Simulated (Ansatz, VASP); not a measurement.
# Two plane-wave programs on SnSe2

INCAR

```
SYSTEM = SnSe2
PREC = Accurate ; ENCUT = 600
EDIFF = 1E-6 ; ISMEAR = -1
SIGMA = 0.05 ; LREAL = .False.
LASPH = .True. ; NELM = 60
ALGO = Normal ; ISIF = 3
LWAVE = .False. ; LCHARG = .False.
GGA = RP ; IBRION = 2
NSW = 60 ; EDIFFG = -0.01
```

KPOINTS

```
Automatic mesh
0
Gamma
  8 8 5
  0 0 0
```

The input POSCAR:

```
SnSe2
1.0
    3.8110000000      0.0000000000      0.0000000000
   -1.9055000000      3.3004228138      0.0000000000
    0.0000000000      0.0000000000      6.1360000000
Sn Se
1 2
Direct
    0.0000000000      0.0000000000      0.0000000000
    0.6666666667      0.3333333333      0.7510000000
    0.3333333333      0.6666666667      0.2490000000
```

File input.yaml:

```yaml
crystal:
  lattice:
    - [3.811, 0.0, 0.0]
    - [-1.9055, 3.3004228138, 0.0]
    - [0.0, 0.0, 6.136]
  atoms:
    - { symbol: Sn, position: [0.0, 0.0, 0.0] }
    - { symbol: Se, position: [0.6666666667, 0.3333333333, 0.751] }
    - { symbol: Se, position: [0.3333333333, 0.6666666667, 0.249] }
hamiltonian:
  xc: rpbe
  pseudopotentials: { kind: paw }
kpoints:
  mp_grid: { grid: [8, 8, 5] }
scf:
  occupations: { method: fermi_dirac, width: 0.05 }
output:
  forces: true
  stress: true
relax:
  f_tol: 0.01
  max_steps: 40
  cell: { stress_tol: 0.05 }
```

Alike in both runs: task relaxation of cell and atoms; functional RPBE; k mesh 8 × 8 × 5; occupations fermi-dirac, width 0.05 eV; no spin polarisation.

|  | VASP | Ansatz |
| --- | --- | --- |
| version | VASP 6.6.1 | Ansatz 0.2.0 |
| potentials or method | VASP PAW PBE potentials, release 64 (Sn_d, Se) | Ansatz PAW |
| plane-wave cutoff (eV) | 600 | 420 |
| valence electrons in the cell | 26 | 46 |

Ansatz gave:

- relaxed volume (Å³/atom): 35.91
- relaxed cell length with the largest relative difference (Å): 8.117

Q: What did VASP give for the same quantities?

A: Relaxed volume (Å³/atom): 35.70; relaxed cell length with the largest relative difference (Å): 8.069.

VASP's potentials were made for PBE, not for RPBE. VASP's potentials hold 26 valence electrons a cell and Ansatz's 46, so a difference there can come from the potentials and not from the codes.

Noted on VASP's run: the volume moved by over 15 % at a fixed basis, so the end points are rough. Noted on Ansatz's run: the volume moved by over 15 % at a fixed basis, so the end points are rough; odd divisions of the mesh miss points on the zone boundary, where band edges often lie, so the gap on the mesh can be too wide; the plane-wave basis is chosen anew once the cell has moved, so the energies of steps on either side of that aren't comparable.
